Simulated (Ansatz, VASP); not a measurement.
HfSiF: VASP beside Ansatz

Contents of INCAR:

```
SYSTEM = HfSiF
  PREC = Accurate
  ENCUT = 520
  EDIFF = 1E-6
  ISMEAR = 0
  SIGMA = 0.1
  LREAL = .FALSE.
  LASPH = .TRUE.
  NELM = 100
  ALGO = Normal
  ISIF = 2
  LWAVE = .FALSE.
  LCHARG = .FALSE.
  GGA = PE
  NBANDS = 30
```

File KPOINTS:

```
regular mesh
0
G
  6 6 2
  0 0 0
```

File POSCAR:

```
HfSiF
1.0
    3.2443980600      0.0000000000      0.0000000000
    0.0000000000      3.2443980600      0.0000000000
    0.0000000000      0.0000000000      7.7265191600
Hf Si F
2 2 2
Direct
    0.0000000000      0.5000000000      0.3838599900
    0.5000000000      0.0000000000      0.6161400100
    0.5000000000      0.0000000000      0.1791800000
    0.0000000000      0.5000000000      0.8208200000
    0.0000000000      0.0000000000      0.5000000000
    0.5000000000      0.5000000000      0.5000000000
```

Input for Ansatz:

```yaml
crystal:
  lattice:
    - [3.24439806, 0.0, 0.0]
    - [0.0, 3.24439806, 0.0]
    - [0.0, 0.0, 7.72651916]
  atoms:
    - { symbol: Hf, position: [0.0, 0.5, 0.38385999] }
    - { symbol: Hf, position: [0.5, 0.0, 0.61614001] }
    - { symbol: Si, position: [0.5, 0.0, 0.17918] }
    - { symbol: Si, position: [0.0, 0.5, 0.82082] }
    - { symbol: F, position: [0.0, 0.0, 0.5] }
    - { symbol: F, position: [0.5, 0.5, 0.5] }
basis:
  ecutwfc: 420
kpoints:
  mp_grid: { grid: [6, 6, 2] }
hamiltonian:
  xc: pbe
scf:
  occupations: { method: gaussian, width: 0.1 }
  lower_state_search: "off"
output:
  forces: true
  stress: true
  eigenvalues: true
```

Change from the starting cell: species swapped into the LuIO type (P4/nmm, No. 129).

Alike in both runs: task single point; functional PBE; k mesh 6 × 6 × 2; occupations gaussian, width 0.1 eV; no spin polarisation.

|  | VASP | Ansatz |
| --- | --- | --- |
| version | VASP 6.6.1 | Ansatz 0.2.0 |
| potentials or method | VASP PAW PBE potentials, release 64 (Hf_pv, Si, F), cutoff 520 eV | scalar-relativistic, plane waves, PAW |
| valence electrons in the cell | 42 | 74 |

|  | VASP | Ansatz | Ansatz less VASP |
| --- | --- | --- | --- |
| gap on the k mesh at the Fermi level (eV) | none | none | - |
| rms of the force components (eV/Å) | 5.702 | 5.857 | +0.1558 |

Atom by atom the forces differ by 0.156 eV/Å (rms over components). A gap of «none» marks a metal or a gap that the smearing closes. The functional is the same, so the differences come from potentials, cutoffs and numerics. VASP's potentials hold 42 valence electrons a cell and Ansatz's 74, so a difference there can come from the potentials and not from the codes.

The k mesh is coarse, so the values compare programs but aren't converged. Spin-orbit coupling is off throughout.
